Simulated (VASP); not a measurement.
# C in VASP: single point with LDA

Aim: the single point of C with LDA.

All numbers are computed with VASP 6.6.1; they aren't measurements. Logs are shortened: lines on timing, memory, paths and dates and some standing lists are left out, and cuts for length are marked.

## (1) The cell of the first run

The cell holds a slab with vacuum, 4 atoms: a = 2.456 Å, b = 2.456 Å, c = 24.134 Å, α = 90.00°, β = 90.00°, γ = 120.00°.

## (2) Single point, LDA

INCAR reads:

```
SYSTEM = C
PREC = Accurate
ENCUT = 520
EDIFF = 1E-6
ISMEAR = 1
SIGMA = 0.15
LREAL = .False.
LASPH = .True.
NELM = 60
ALGO = Normal
ISIF = 2
LWAVE = .False.
LCHARG = .False.
GGA = CA
NBANDS = 16
```

KPOINTS reads:

```
regular mesh
0
Gamma
  12 12 1
  0 0 0
```

POSCAR reads:

```
C
1.0
    2.4562300000      0.0000000000      0.0000000000
   -1.2281100000      2.1271600000      0.0000000000
    0.0000000000      0.0000000000     24.1339600000
C
4
Direct
    0.0000000000      0.0000000000      0.5704700000
    0.0000000000      0.0000000000      0.4295300000
    0.3333333333      0.6666666667      0.4295200000
    0.6666666667      0.3333333333      0.5704800000
```

Potentials or basis: VASP PAW LDA potentials, release 64 (C).

Run with:

```sh
cat potpaw_LDA.64/C/POTCAR > POTCAR
mpirun -np 1 vasp_std > vasp.out
```

OUTCAR:

```text
SYSTEM = C
   PREC = Accurate
   ENCUT = 520
   EDIFF = 1E-6
   ISMEAR = 1
   LREAL = .False.
   LASPH = .True.
   NELM = 60
   ISIF = 2
   GGA = CA

 ion  position               nearest neighbor table
   1  0.000  0.000  0.570-   4 1.42   4 1.42   4 1.42
   2  0.000  0.000  0.430-   3 1.42   3 1.42   3 1.42
   3  0.333  0.667  0.430-   2 1.42   2 1.42   2 1.42
   4  0.667  0.333  0.570-   1 1.42   1 1.42   1 1.42

  LATTYP: Found a hexagonal cell.
 ALAT       =     2.4562300000
 C/A-ratio  =     9.8256107938

  Lattice vectors:

 A1 = (   2.4562300000,   0.0000000000,   0.0000000000)
 A2 = (  -1.2281100000,   2.1271600000,   0.0000000000)
 A3 = (   0.0000000000,   0.0000000000,  24.1339600000)

Analysis of symmetry for initial positions (statically):
=====================================================================
 Subroutine PRICEL returns:
 Original cell was already a primitive cell.

 Routine SETGRP: Setting up the symmetry group for a
 hexagonal supercell.

 Subroutine GETGRP returns: Found 12 space group operations
 (whereof 12 operations were pure point group operations)
 out of a pool of 24 trial point group operations.

The static configuration has the point symmetry D_3d.

Analysis of symmetry for dynamics (positions and initial velocities):
=====================================================================
 Subroutine PRICEL returns:
 Original cell was already a primitive cell.

 Routine SETGRP: Setting up the symmetry group for a
 hexagonal supercell.

 Subroutine GETGRP returns: Found 12 space group operations
 (whereof 12 operations were pure point group operations)
 out of a pool of 24 trial point group operations.

The dynamic configuration has the point symmetry D_3d.

 Subroutine INISYM returns: Found 12 space group operations
 (whereof 12 operations are pure point group operations),
 and found     1 'primitive' translations

----------------------------------------------------------------------------------------

                                     Primitive cell

  volume of cell :     126.0950

  direct lattice vectors                    reciprocal lattice vectors
     2.456230000  0.000000000  0.000000000     0.407127997  0.235054234  0.000000000
    -1.228110000  2.127160000  0.000000000     0.000000000  0.470110382  0.000000000
     0.000000000  0.000000000 24.133960000     0.000000000  0.000000000  0.041435388

  length of vectors
     2.456230000  2.456229598 24.133960000     0.470110305  0.470110382  0.041435388

  position of ions in fractional coordinates (direct lattice)
     0.000000000  0.000000000  0.570470000
     0.000000000  0.000000000  0.429530000
     0.333333333  0.666666667  0.429520000
     0.666666667  0.333333333  0.570480000

  ion indices of the primitive-cell ions
   primitive index   ion index
                 1           1
                 2           2
                 3           3
                 4           4

----------------------------------------------------------------------------------------

 KPOINTS: regular mesh

Automatic generation of k-mesh.
 Grid dimensions read from file:
 generate k-points for:   12   12    1

 Generating k-lattice:

  Cartesian coordinates                     Fractional coordinates (reciprocal lattice)
     0.033927333  0.019587853  0.000000000     0.083333333 -0.000000000  0.000000000
     0.000000000  0.039175865  0.000000000     0.000000000  0.083333333  0.000000000
     0.000000000  0.000000000  0.041435388     0.000000000  0.000000000  1.000000000

  Length of vectors
     0.039175859  0.039175865  0.041435388

  Shift w.r.t. Gamma in fractional coordinates (k-lattice)
     0.000000000  0.000000000  0.000000000

 Subroutine IBZKPT returns following result:
 ===========================================

 Found     19 irreducible k-points:

 Following reciprocal coordinates:
            Coordinates               Weight
  0.000000  0.000000  0.000000      1.000000
  0.083333  0.000000  0.000000      6.000000
  0.166667 -0.000000  0.000000      6.000000
  0.250000  0.000000  0.000000      6.000000
  0.333333  0.000000  0.000000      6.000000
  0.416667  0.000000  0.000000      6.000000
[... 11 lines left out ...]
  0.333333  0.250000  0.000000     12.000000
  0.333333  0.333333  0.000000      2.000000
   k-points           NKPTS =     19   k-points in BZ     NKDIM =     19   number of bands    NBANDS=     16
   number of dos      NEDOS =    301   number of ions     NIONS =      4
   total plane-waves  NPLWV =  58320
   dimension x,y,z NGX =    18 NGY =   18 NGZ =  180
   dimension x,y,z NGXF=    36 NGYF=   36 NGZF=  360
   ions per type =               4
   NGX,Y,Z   is equivalent  to a cutoff of  12.18, 12.18, 12.40 a.u.
   NGXF,Y,Z  is equivalent  to a cutoff of  24.37, 24.37, 24.80 a.u.
 SYSTEM =  C
   PREC   = accura    normal or accurate (medium, high low for compatibility)
   ISTART =      0    job   : 0-new  1-cont  2-samecut
   ICHARG =      2    charge: 1-file 2-atom 10-const
   ISPIN  =      1    spin polarized calculation?
   LNONCOLLINEAR =      F non collinear calculations
   LSORBIT =      F    spin-orbit coupling
   LASPH  =      T    aspherical Exc in radial PAW
   ENCUT  =  520.0 eV  38.22 Ry    6.18 a.u.   4.57  4.57 44.87*2*pi/ulx,y,z
   NELM   =     60;   NELMIN=  2; NELMDL= -5     # of ELM steps
   EDIFF  = 0.1E-05   stopping-criterion for ELM
   LREAL  =      F    real-space projection
   EDIFFG = 0.1E-04   stopping-criterion for IOM
   NSW    =      0    number of steps for IOM
   IBRION =     -1    ionic relax: 0-MD 1-quasi-New 2-CG
   NFREE  =      0    steps in history (QN), initial steepest desc. (CG)
   ISIF   =      2    stress and relaxation
   ISYM   =      2    0-nonsym 1-usesym 2-fastsym
   POTIM  = 0.5000    time-step for ionic-motion
   TEBEG  =    0.0;   TEEND  =   0.0 temperature during run
   PSTRESS=    0.0 pullay stress
   NELECT =      16.0000    total number of electrons
   NUPDOWN=      -1.0000    fix difference up-down
   EMIN   =  10.00;   EMAX   =-10.00  energy-range for DOS
   EFERMI =   0.00;   METHOD = LEGACY
   ISMEAR =     1;   SIGMA  =   0.15  broadening in eV -4-tet -1-fermi 0-gaus
   EFERMI_NEDOS =   21; number of points for ismear=-14 and -15
   IALGO  =     38    algorithm
   IMIX   =      4    mixing-type and parameters
     AMIX     =   0.40;   BMIX     =  1.00
     AMIX_MAG =   1.60;   BMIX_MAG =  1.00
  volume/ion in A,a.u.               =      31.52       212.73
  Fermi-wavevector in a.u.,A,eV,Ry     =   0.822651  1.554585  9.207804  0.676754
  Thomas-Fermi vector in A             =   1.934023
   LORBIT       =      0    0 simple, 1 ext, 2 COOP (PROOUT), +10 PAW based schemes
   GGA     = CA    functional components
   LHFCALC =     F    Hartree Fock is set to
   AEXX    =    0.0000 exact exchange contribution
   IVDW    =     0    specifies the selected vdW correction
   LEPSILON=     F    determine dielectric tensor
   LRPA    =     F    only Hartree local field effects (RPA)
 non-spin polarized calculation
 Methfessel and Paxton  Order N= 1 SIGMA  =   0.15
  energy-cutoff  :      520.00
  volume of cell :      126.09
 maximum number of plane-waves:      3452
   NGX =  9   NGY =  9   NGZ = 89

 number of electron      15.9999997 magnetization

 Free energy of the ion-electron system (eV)
  ---------------------------------------------------
  ext. energy  EPLUGINS =         0.00000000
  ---------------------------------------------------
  free energy    TOTEN  =       -40.39013930 eV

  energy without entropy =      -40.38906382  energy(sigma->0) =      -40.38978081

 E-fermi :  -1.9891     XC(G=0):  -3.3664

 val. band max:       -2.3008659668   @ k =   0.3333   0.3333   0.0000
 cond. band min:      -1.9889089451   @ k =   0.3333   0.3333   0.0000
 fundamental gap:      0.3119570217
 Fermi energy:        -1.9891025514

 k-point     1 :       0.0000    0.0000    0.0000
  band No.  band energies     occupation
      1     -21.4348      2.00000
      2     -21.2910      2.00000
      3     -10.1647      2.00000
      4      -9.2139      2.00000
      5      -5.0044      2.00000
      6      -5.0044      2.00000
[... 8 lines left out ...]
     15       5.0949      0.00000
     16       6.3556      0.00000

 k-point     2 :       0.0833    0.0000    0.0000
  band No.  band energies     occupation
      1     -21.2698      2.00000
      2     -21.1275      2.00000
      3      -9.9637      2.00000
      4      -9.0191      2.00000
      5      -5.6450      2.00000
      6      -5.6302      2.00000
[... 8 lines left out ...]
     15       5.3187      0.00000
     16       6.4190      0.00000

 k-point     3 :       0.1667   -0.0000    0.0000
  band No.  band energies     occupation
      1     -20.7767      2.00000
      2     -20.6389      2.00000
      3      -9.3654      2.00000
      4      -8.4405      2.00000
      5      -7.2646      2.00000
      6      -7.2358      2.00000
[... 8 lines left out ...]
     15       5.9796      0.00000
     16       6.3969      0.00000

 k-point     4 :       0.2500    0.0000    0.0000
  band No.  band energies     occupation
      1     -19.9610      2.00000
      2     -19.8307      2.00000
      3      -9.3510      2.00000
      4      -9.3059      2.00000
      5      -8.3867      2.00000
      6      -7.4991      2.00000
[... 8 lines left out ...]
     15       5.6441      0.00000
     16       6.1354      0.00000
[... 229 lines left out ...]
 k-point    17 :       0.2500    0.2500    0.0000
  band No.  band energies     occupation
      1     -17.1209      2.00000
      2     -17.0165      2.00000
      3     -12.3734      2.00000
      4     -12.3386      2.00000
      5     -10.9880      2.00000
      6     -10.9617      2.00000
[... 8 lines left out ...]
     15       9.3387      0.00000
     16      10.0552      0.00000

 k-point    18 :       0.3333    0.2500    0.0000
  band No.  band energies     occupation
      1     -15.6694      2.00000
      2     -15.5832      2.00000
      3     -13.8294      2.00000
      4     -13.7691      2.00000
      5     -11.6974      2.00000
      6     -11.6505      2.00000
[... 8 lines left out ...]
     15      10.5746      0.00000
     16      10.7745      0.00000

 k-point    19 :       0.3333    0.3333    0.0000
  band No.  band energies     occupation
      1     -14.4325      2.00000
      2     -14.3863      2.00000
      3     -14.3863      2.00000
      4     -14.3445      2.00000
      5     -12.6422      2.00000
      6     -12.6422      2.00000
[... 8 lines left out ...]
     15      10.8615      0.00000
     16      11.8209      0.00000

------------------------ aborting loop because EDIFF is reached ----------------------------------------

  FORCE on cell =-STRESS in cart. coord.  units (eV):
  Direction    XX          YY          ZZ          XY          YZ          ZX
  --------------------------------------------------------------------------------------
  -------------------------------------------------------------------------------------
  Total       -0.9998275     -0.9998298     -0.1164066     -0.0000024      0.0000000     -0.0000000
  in kB      -12.7039245    -12.7039534     -1.4790754     -0.0000299      0.0000000     -0.0000000
  external PRESSURE =      -8.9623178 kB  Pullay stress =       0.0000000 kB

 VOLUME and BASIS-vectors are now :
 -----------------------------------------------------------------------------
  energy-cutoff  :      520.00
  volume of cell :      126.09
      direct lattice vectors                 reciprocal lattice vectors
     2.456230000  0.000000000  0.000000000     0.407127997  0.235054234  0.000000000
    -1.228110000  2.127160000  0.000000000     0.000000000  0.470110382  0.000000000
     0.000000000  0.000000000 24.133960000     0.000000000  0.000000000  0.041435388

 POSITION                                       TOTAL-FORCE (eV/Angst)
 -----------------------------------------------------------------------------------
      0.00000      0.00000     13.76770        -0.000000      0.000000     -0.021963
      0.00000      0.00000     10.36626         0.000000     -0.000000      0.021963
      0.00000      1.41811     10.36602         0.000000     -0.000000      0.004226
      1.22812      0.70905     13.76794        -0.000000      0.000000     -0.004226
 -----------------------------------------------------------------------------------
    total drift:                               -0.000000      0.000000     -0.000000

  FREE ENERGIE OF THE ION-ELECTRON SYSTEM (eV)
  ---------------------------------------------------
  free  energy   TOTEN  =       -40.3901393005 eV

  energy  without entropy=      -40.3890638173  energy(sigma->0) =      -40.38978081
```

Wall time 30 s (1 thread of Intel Xeon Platinum 8488C (Sapphire Rapids), shared host); peak memory 0.18 GiB.

Results:

```yaml
Free_energy: -40.3901 eV
Largest_force: 0.022 eV/Å
Band_gap_on_the_k_mesh: zero (filled and empty bands touch)
```

Forces in eV/Å, atoms in the order of the input:
```
C    0.000  0.000 -0.022
C    0.000  0.000  0.022
C    0.000  0.000  0.004
C    0.000  0.000 -0.004
```
